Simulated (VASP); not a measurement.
# KMgF3 (Pm-3m) in VASP: a series of runs

Runs on KMgF3. Level: PBE. Tasks: single point.

All numbers are computed with VASP 6.6.1; they aren't measurements. Logs are shortened: lines on timing, memory, paths and dates and some standing lists are left out, and cuts for length are marked.

### 1 The cell of the first run

It takes space group Pm-3m (No. 221, cubic). The conventional cell has a = 3.978 Å, b = 3.978 Å, c = 3.978 Å, α = 90.00°, β = 90.00°, γ = 90.00°. Within 3.7 Å of K (site symmetry m-3m) lie 12 F at 2.81 Å and 8 Mg at 3.45 Å. Mg (site symmetry m-3m) has 6 F at 1.99 Å within 2.6 Å. Within 2.6 Å of F (site symmetry 4/mmm) lie 2 Mg at 1.99 Å.

### 2 Single point, PBE

The input, INCAR:

```
SYSTEM = KMgF3
  ALGO = Normal
  EDIFF = 1E-6
  ENCUT = 600
  GGA = PE
  GGA_COMPAT = .FALSE.
  ISIF = 2
  ISMEAR = 0
  LASPH = .TRUE.
  LCHARG = .TRUE.
  LELF = .TRUE.
  LREAL = .FALSE.
  LVHAR = .TRUE.
  LWAVE = .FALSE.
  NBANDS = 24
  NELM = 120
  PREC = Accurate
  SIGMA = 0.1
```

The input, KPOINTS:

```
k-points
0
G
  4 4 4
  0 0 0
```

The input, POSCAR:

```
KMgF3
1.0
    3.9784682300      0.0000000000      0.0000000000
    0.0000000000      3.9784682300      0.0000000000
    0.0000000000      0.0000000000      3.9784682300
K Mg F
1 1 3
Direct
    0.5000000000      0.5000000000      0.5000000000
    0.0000000000      0.0000000000      0.0000000000
    0.0000000000      0.5000000000      0.0000000000
    0.0000000000      0.0000000000      0.5000000000
    0.5000000000      0.0000000000      0.0000000000
```

Potentials or basis: VASP PAW PBE potentials, release 64 (K_sv, Mg, F).

The run is started by

```bash
> cat potpaw_PBE.64/K_sv/POTCAR potpaw_PBE.64/Mg/POTCAR potpaw_PBE.64/F/POTCAR > POTCAR
> mpirun -np 1 vasp_std > vasp.out
```

OUTCAR:

```text
SYSTEM = KMgF3
   EDIFF = 1E-6
   ENCUT = 600
   GGA = PE
   ISIF = 2
   ISMEAR = 0
   LASPH = .TRUE.
   LREAL = .FALSE.
   NELM = 120
   PREC = Accurate

 ion  position               nearest neighbor table
   1  0.500  0.500  0.500-   3 2.81   4 2.81   5 2.81   3 2.81   5 2.81   4 2.81   5 2.81   5 2.81
                             3 2.81   4 2.81   3 2.81   4 2.81   2 3.45   2 3.45   2 3.45   2 3.45
   2  0.000  0.000  0.000-   3 1.99   4 1.99   5 1.99   4 1.99   3 1.99   5 1.99   1 3.45   1 3.45
                             1 3.45   1 3.45   1 3.45   1 3.45   1 3.45   1 3.45
   3  0.000  0.500  0.000-   2 1.99   2 1.99   1 2.81   1 2.81   1 2.81   1 2.81
   4  0.000  0.000  0.500-   2 1.99   2 1.99   1 2.81   1 2.81   1 2.81   1 2.81
   5  0.500  0.000  0.000-   2 1.99   2 1.99   1 2.81   1 2.81   1 2.81   1 2.81

  LATTYP: Found a simple cubic cell.
 ALAT       =     3.9784682300

  Lattice vectors:

 A1 = (   3.9784682300,   0.0000000000,   0.0000000000)
 A2 = (   0.0000000000,   3.9784682300,   0.0000000000)
 A3 = (   0.0000000000,   0.0000000000,   3.9784682300)

Analysis of symmetry for initial positions (statically):
=====================================================================
 Subroutine PRICEL returns:
 Original cell was already a primitive cell.

 Routine SETGRP: Setting up the symmetry group for a
 simple cubic supercell.

 Subroutine GETGRP returns: Found 48 space group operations
 (whereof 48 operations were pure point group operations)
 out of a pool of 48 trial point group operations.

The static configuration has the point symmetry O_h .

Analysis of symmetry for dynamics (positions and initial velocities):
=====================================================================
 Subroutine PRICEL returns:
 Original cell was already a primitive cell.

 Routine SETGRP: Setting up the symmetry group for a
 simple cubic supercell.

 Subroutine GETGRP returns: Found 48 space group operations
 (whereof 48 operations were pure point group operations)
 out of a pool of 48 trial point group operations.

The dynamic configuration has the point symmetry O_h .

 Subroutine INISYM returns: Found 48 space group operations
 (whereof 48 operations are pure point group operations),
 and found     1 'primitive' translations

----------------------------------------------------------------------------------------

                                     Primitive cell

  volume of cell :      62.9720

  direct lattice vectors                    reciprocal lattice vectors
     3.978468230  0.000000000  0.000000000     0.251353019  0.000000000  0.000000000
     0.000000000  3.978468230  0.000000000     0.000000000  0.251353019  0.000000000
     0.000000000  0.000000000  3.978468230     0.000000000  0.000000000  0.251353019

  length of vectors
     3.978468230  3.978468230  3.978468230     0.251353019  0.251353019  0.251353019

  position of ions in fractional coordinates (direct lattice)
     0.500000000  0.500000000  0.500000000
     0.000000000  0.000000000  0.000000000
     0.000000000  0.500000000  0.000000000
     0.000000000  0.000000000  0.500000000
     0.500000000  0.000000000  0.000000000

  ion indices of the primitive-cell ions
   primitive index   ion index
                 1           1
                 2           2
                 3           3
                 4           4
                 5           5

----------------------------------------------------------------------------------------

 KPOINTS: k-points

Automatic generation of k-mesh.
 Grid dimensions read from file:
 generate k-points for:    4    4    4

 Generating k-lattice:

  Cartesian coordinates                     Fractional coordinates (reciprocal lattice)
     0.062838255  0.000000000  0.000000000     0.250000000  0.000000000  0.000000000
     0.000000000  0.062838255  0.000000000     0.000000000  0.250000000  0.000000000
     0.000000000  0.000000000  0.062838255     0.000000000  0.000000000  0.250000000

  Length of vectors
     0.062838255  0.062838255  0.062838255

  Shift w.r.t. Gamma in fractional coordinates (k-lattice)
     0.000000000  0.000000000  0.000000000

 Subroutine IBZKPT returns following result:
 ===========================================

 Found     10 irreducible k-points:

 Following reciprocal coordinates:
            Coordinates               Weight
  0.000000  0.000000  0.000000      1.000000
  0.250000  0.000000  0.000000      6.000000
  0.500000  0.000000  0.000000      3.000000
  0.250000  0.250000  0.000000     12.000000
  0.500000  0.250000  0.000000     12.000000
  0.500000  0.500000  0.000000      3.000000
  0.250000  0.250000  0.250000      8.000000
  0.500000  0.250000  0.250000     12.000000
  0.500000  0.500000  0.250000      6.000000
  0.500000  0.500000  0.500000      1.000000
   k-points           NKPTS =     10   k-points in BZ     NKDIM =     10   number of bands    NBANDS=     24
   number of dos      NEDOS =    301   number of ions     NIONS =      5
   total plane-waves  NPLWV =  32768
   dimension x,y,z NGX =    32 NGY =   32 NGZ =   32
   dimension x,y,z NGXF=    64 NGYF=   64 NGZF=   64
   ions per type =               1   1   3
   NGX,Y,Z   is equivalent  to a cutoff of  13.37, 13.37, 13.37 a.u.
   NGXF,Y,Z  is equivalent  to a cutoff of  26.74, 26.74, 26.74 a.u.
 SYSTEM =  KMgF3
   PREC   = accura    normal or accurate (medium, high low for compatibility)
   ISTART =      0    job   : 0-new  1-cont  2-samecut
   ICHARG =      2    charge: 1-file 2-atom 10-const
   ISPIN  =      1    spin polarized calculation?
   LNONCOLLINEAR =      F non collinear calculations
   LSORBIT =      F    spin-orbit coupling
   LASPH  =      T    aspherical Exc in radial PAW
   ENCUT  =  600.0 eV  44.10 Ry    6.64 a.u.   7.95  7.95  7.95*2*pi/ulx,y,z
   NELM   =    120;   NELMIN=  2; NELMDL= -5     # of ELM steps
   EDIFF  = 0.1E-05   stopping-criterion for ELM
   LREAL  =      F    real-space projection
[... 7 lines left out ...]
   TEBEG  =    0.0;   TEEND  =   0.0 temperature during run
   PSTRESS=    0.0 pullay stress
   NELECT =      32.0000    total number of electrons
   NUPDOWN=      -1.0000    fix difference up-down
   EMIN   =  10.00;   EMAX   =-10.00  energy-range for DOS
   EFERMI =   0.00;   METHOD = LEGACY
   ISMEAR =     0;   SIGMA  =   0.10  broadening in eV -4-tet -1-fermi 0-gaus
   EFERMI_NEDOS =   21; number of points for ismear=-14 and -15
   IALGO  =     38    algorithm
   IMIX   =      4    mixing-type and parameters
     AMIX     =   0.40;   BMIX     =  1.00
     AMIX_MAG =   1.60;   BMIX_MAG =  1.00
  volume/ion in A,a.u.               =      12.59        84.99
  Fermi-wavevector in a.u.,A,eV,Ry     =   1.306398  2.468735 23.220743  1.706676
  Thomas-Fermi vector in A             =   2.437203
   LORBIT       =      0    0 simple, 1 ext, 2 COOP (PROOUT), +10 PAW based schemes
   GGA     = PE    functional components
   LHFCALC =     F    Hartree Fock is set to
   AEXX    =    0.0000 exact exchange contribution
   IVDW    =     0    specifies the selected vdW correction
   LEPSILON=     F    determine dielectric tensor
   LRPA    =     F    only Hartree local field effects (RPA)
 non-spin polarized calculation
 Gauss-broadening in eV      SIGMA  =   0.10
  energy-cutoff  :      600.00
  volume of cell :       62.97
 maximum number of plane-waves:      2176
 NGX is ok and might be reduce to    32
   NGX = 15   NGY = 15   NGZ = 15

 number of electron      32.0000004 magnetization

 Free energy of the ion-electron system (eV)
  ---------------------------------------------------
  ext. energy  EPLUGINS =         0.00000000
  ---------------------------------------------------
  free energy    TOTEN  =       -24.41344365 eV

  energy without entropy =      -24.41344365  energy(sigma->0) =      -24.41344365

 E-fermi :  -1.0455     XC(G=0):  -9.7119

 val. band max:       -1.5759354558   @ k =   0.5000   0.5000   0.5000
 cond. band min:       5.7733990786   @ k =   0.0000   0.0000   0.0000
 fundamental gap:      7.3493345345
 Fermi energy:        -1.0455282919

 k-point     1 :       0.0000    0.0000    0.0000
  band No.  band energies     occupation
      1     -27.2159      2.00000
      2     -21.7098      2.00000
      3     -21.0479      2.00000
      4     -21.0479      2.00000
      5     -10.7093      2.00000
      6     -10.7093      2.00000
[... 16 lines left out ...]
     23      12.5076      0.00000
     24      15.4141      0.00000

 k-point     2 :       0.2500    0.0000    0.0000
  band No.  band energies     occupation
      1     -27.2013      2.00000
      2     -21.6452      2.00000
      3     -21.1271      2.00000
      4     -21.0436      2.00000
      5     -10.7011      2.00000
      6     -10.6810      2.00000
[... 16 lines left out ...]
     23      12.4523      0.00000
     24      15.1424      0.00000

 k-point     3 :       0.5000    0.0000    0.0000
  band No.  band energies     occupation
      1     -27.1865      2.00000
      2     -21.5545      2.00000
      3     -21.2322      2.00000
      4     -21.0394      2.00000
      5     -10.6930      2.00000
      6     -10.6522      2.00000
[... 16 lines left out ...]
     23      12.8828      0.00000
     24      13.9936      0.00000
[... 136 lines left out ...]
 k-point     9 :       0.5000    0.5000    0.2500
  band No.  band energies     occupation
      1     -27.1587      2.00000
      2     -21.2594      2.00000
      3     -21.2432      2.00000
      4     -21.2432      2.00000
      5     -10.8418      2.00000
      6     -10.8418      2.00000
[... 16 lines left out ...]
     23      12.8362      0.00000
     24      12.8362      0.00000

 k-point    10 :       0.5000    0.5000    0.5000
  band No.  band energies     occupation
      1     -27.1517      2.00000
      2     -21.2327      2.00000
      3     -21.2327      2.00000
      4     -21.2327      2.00000
      5     -10.8985      2.00000
      6     -10.8985      2.00000
[... 16 lines left out ...]
     23      13.6432      0.00000
     24      13.6433      0.00000

------------------------ aborting loop because EDIFF is reached ----------------------------------------

  FORCE on cell =-STRESS in cart. coord.  units (eV):
  Direction    XX          YY          ZZ          XY          YZ          ZX
  --------------------------------------------------------------------------------------
  -------------------------------------------------------------------------------------
  Total        1.4549489      1.4549489      1.4549489      0.0000000      0.0000000      0.0000000
  in kB       37.0178027     37.0178027     37.0178027      0.0000000      0.0000000      0.0000000
  external PRESSURE =      37.0178027 kB  Pullay stress =       0.0000000 kB

 VOLUME and BASIS-vectors are now :
 -----------------------------------------------------------------------------
  energy-cutoff  :      600.00
  volume of cell :       62.97
      direct lattice vectors                 reciprocal lattice vectors
     3.978468230  0.000000000  0.000000000     0.251353019  0.000000000  0.000000000
     0.000000000  3.978468230  0.000000000     0.000000000  0.251353019  0.000000000
     0.000000000  0.000000000  3.978468230     0.000000000  0.000000000  0.251353019

 POSITION                                       TOTAL-FORCE (eV/Angst)
 -----------------------------------------------------------------------------------
      1.98923      1.98923      1.98923         0.000000      0.000000      0.000000
      0.00000      0.00000      0.00000         0.000000      0.000000      0.000000
      0.00000      1.98923      0.00000         0.000000      0.000000      0.000000
      0.00000      0.00000      1.98923         0.000000      0.000000      0.000000
      1.98923      0.00000      0.00000         0.000000      0.000000      0.000000
 -----------------------------------------------------------------------------------
    total drift:                                0.000000      0.000000     -0.000000

  FREE ENERGIE OF THE ION-ELECTRON SYSTEM (eV)
  ---------------------------------------------------
  free  energy   TOTEN  =       -24.4134436463 eV

  energy  without entropy=      -24.4134436463  energy(sigma->0) =      -24.41344365
```

It took 13 s on 1 thread of Intel Xeon Platinum 8259CL at 2.50GHz (Skylake/Cascade Lake), shared host; peak memory 0.18 GiB.

What came out:

- Free energy: -24.4134 eV
- Pressure: 3.7 GPa
- Band gap on the k mesh: 7.35 eV (least direct gap 7.67 eV)

Levels at points of the mesh, in eV from the valence-band top:
| k point | band 14 | band 15 | band 16 | band 17 | band 18 | band 19 |
| --- | --- | --- | --- | --- | --- | --- |
| (0.00, 0.00, 0.00) | -0.32 | -0.32 | -0.32 | 7.35 | 10.09 | 10.09 |
| (0.50, 0.00, 0.00) | -0.87 | -0.53 | -0.53 | 10.15 | 10.51 | 11.14 |
| (0.50, 0.50, 0.00) | -0.90 | -0.90 | -0.02 | 10.95 | 11.73 | 12.69 |
| (0.50, 0.50, 0.50) | 0.00 | 0.00 | 0.00 | 10.47 | 10.47 | 10.47 |

Caveat: the cell stands under pressure.

### 3 Single point, PBE

This run uses another cell than the first one, of 13.31 Å³/atom.

The input, INCAR:

```
SYSTEM = KMgF3
PREC = Accurate
ENCUT = 600
EDIFF = 1E-6
ISMEAR = 0
SIGMA = 0.1
LREAL = .False.
LASPH = .True.
NELM = 120
ALGO = Normal
ISIF = 2
LWAVE = .False.
LCHARG = .False.
GGA = PE
NBANDS = 24
GGA_COMPAT = .False.
```

The input, KPOINTS:

```
Automatic mesh
0
Gamma
  4 4 4
  0 0 0
```

Edit POSCAR of step 2 so:

```diff
@@ -2,5 +2,5 @@
 1.0
-    3.9784682300      0.0000000000      0.0000000000
-    0.0000000000      3.9784682300      0.0000000000
-    0.0000000000      0.0000000000      3.9784682300
+    4.0525130587      0.0000000000      0.0000000000
+    0.0000000000      4.0525130587      0.0000000000
+    0.0000000000      0.0000000000      4.0525130587
 K Mg F
```

Potentials or basis: VASP PAW PBE potentials, release 64 (K_sv, Mg, F).

The run is started by

```bash
> cat potpaw_PBE.64/K_sv/POTCAR potpaw_PBE.64/Mg/POTCAR potpaw_PBE.64/F/POTCAR > POTCAR
> mpirun -np 1 vasp_std > vasp.out
```

It took 13 s on 1 thread of Intel Xeon Platinum 8259CL at 2.50GHz (Skylake/Cascade Lake), shared host; peak memory 0.19 GiB.

It converged, with:

| Item | Value |
| --- | --- |
| Free energy | -24.4571 eV |
| Pressure | -0.5 GPa |
| Band gap on the k mesh | 6.94 eV (least direct gap 7.26 eV) |

Levels at points of the mesh, in eV from the valence-band top:
```tsv
k point	band 12	band 13	band 14	band 15	band 16	band 17	band 18	band 19	band 20	band 21
(0.00, 0.00, 0.00)	-0.58	-0.58	-0.32	-0.32	-0.32	6.94	10.01	10.01	12.11	12.11
(0.50, 0.00, 0.00)	-0.81	-0.81	-0.80	-0.50	-0.50	9.81	9.95	10.99	12.58	12.58
(0.50, 0.50, 0.00)	-0.96	-0.96	-0.85	-0.85	-0.02	10.62	11.45	12.17	12.17	12.62
(0.50, 0.50, 0.50)	-1.08	-1.08	0.00	0.00	0.00	10.25	10.25	10.25	13.58	13.86
```
